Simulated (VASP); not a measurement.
Here is a VASP 6.6.1 calculation.

INCAR

```
SYSTEM = WC
PREC     = Accurate       ! precision mode
ENCUT    = 520            ! plane-wave cutoff, eV
EDIFF    = 1E-6           ! SCF threshold, eV
ISMEAR   = 1              ! smearing method
SIGMA    = 0.05           ! smearing width, eV
LREAL    = .False.        ! projectors in reciprocal space
LASPH    = .True.         ! aspherical terms in the spheres
NELM     = 80             ! most SCF steps
ALGO     = Normal         ! electronic algorithm
ISIF     = 2              ! what is computed and relaxed
LWAVE    = .False.        ! write WAVECAR
LCHARG   = .False.        ! write CHGCAR
GGA      = PS             ! functional
NBANDS   = 16             ! bands
```

KPOINTS

```
Automatic mesh
0
Gamma
  11 11 11
  0 0 0
```

File POSCAR:

```
WC
1.0
    0.0000000000      2.1325760675      2.1325760675
    2.1325760675      0.0000000000      2.1325760675
    2.1325760675      2.1325760675      0.0000000000
W C
1 1
Direct
    0.0000000000      0.0000000000      0.0000000000
    0.5000000000      0.5000000000      0.5000000000
```

Potentials or basis: VASP PAW PBE potentials, release 64 (W_sv, C).

Launch:

```sh
$ cat potpaw_PBE.64/W_sv/POTCAR potpaw_PBE.64/C/POTCAR > POTCAR
$ mpirun -np 1 vasp_std > vasp.out
```

(1) Predict the band gap on the k mesh.

(2) What does it give for the pressure?

## Answers

(1) zero (band 9 reaches 14.66 eV, above the bottom of band 10 at 11.18 eV).

(2) 26.1 GPa.

Caveat: the PAW data sets were made with another functional, which shifts forces and pressure a little; spin-orbit coupling is left out, which moves the levels of the heavy elements.
